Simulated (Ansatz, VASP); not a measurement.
# Two plane-wave programs on NiO2

```
Ni O
1.0
     2.98761    0.00000    0.00000
    -1.49381    2.58735    0.00000
     0.00000    0.00000    8.85044
Ni O
2 4
Cartesian
  0.0000 0.0000 0.0000
  0.0000 0.0000 4.4252
  1.4938 0.8624 0.8106
  1.4938 0.8624 3.6146
  0.0000 1.7249 8.0398
  0.0000 1.7249 5.2359
```

Alike in both runs: task single point; functional r2SCAN; k mesh 12 × 12 × 4; occupations gaussian, width 0.05 eV; no spin polarisation.

|  | VASP | Ansatz |
| --- | --- | --- |
| version | VASP 6.6.1 | Ansatz 0.2.0 |
| potentials or method | VASP PAW PBE potentials, release 64 (Ni, O), cutoff 520 eV | scalar-relativistic, plane waves, PAW |
| valence electrons in the cell | 44 | 60 |

Ansatz gave:

| Item | Value |
| --- | --- |
| gap on the k mesh at the Fermi level (eV) | 0.71 |
| least direct gap on the mesh (eV) | 0.88 |
| pressure (GPa) | -12.0 |
| traceless stress, the component that is largest in VASP (GPa) | 19.40 |
| rms of the force components (eV/Å) | 0.297 |

Problem. Which values does VASP return?

Solution. gap on the k mesh at the Fermi level (eV): 0.64; least direct gap on the mesh (eV): 0.80; pressure (GPa): -11.0; traceless stress, the component that is largest in VASP (GPa): 18.39; rms of the force components (eV/Å): 0.324.

VASP's potentials were made for PBE, not for r2SCAN. Atom by atom the forces differ by 0.028 eV/Å (rms over components). With one functional, cell and mesh, what is left measures potentials, basis and numerics. VASP's potentials hold 44 valence electrons a cell and Ansatz's 60, so a difference there can come from the potentials and not from the codes.
